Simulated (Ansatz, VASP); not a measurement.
Ca: VASP beside Ansatz

```
CELL_PARAMETERS angstrom
0.00000 2.83248 2.71918
2.83248 0.00000 2.71918
2.83248 2.83248 0.00000
ATOMIC_POSITIONS crystal
Ca 0.00000 0.00000 0.00000
```

Alike in both runs: task single point; functional LDA; k mesh 16 × 16 × 16; occupations gaussian, width 0.15 eV; no spin polarisation.

|  | VASP | Ansatz |
| --- | --- | --- |
| version | VASP 6.6.1 | Ansatz 0.2.0 |
| potentials or method | VASP PAW LDA potentials, release 64 (Ca_sv), cutoff 520 eV | scalar-relativistic, plane waves, PAW |
| valence electrons in the cell | 10 | 10 |

```tsv
	VASP	Ansatz	Ansatz less VASP
gap on the k mesh at the Fermi level (eV)	none	none	-
pressure (GPa)	-2.1	-2.1	-0.01
traceless stress, the component that is largest in VASP (GPa)	0.15	0.15	0.000
```

LDA's correlation is that of Perdew and Zunger in VASP and of Perdew and Wang (1992) in Ansatz. A gap of «none» marks a metal or a gap that the smearing closes.
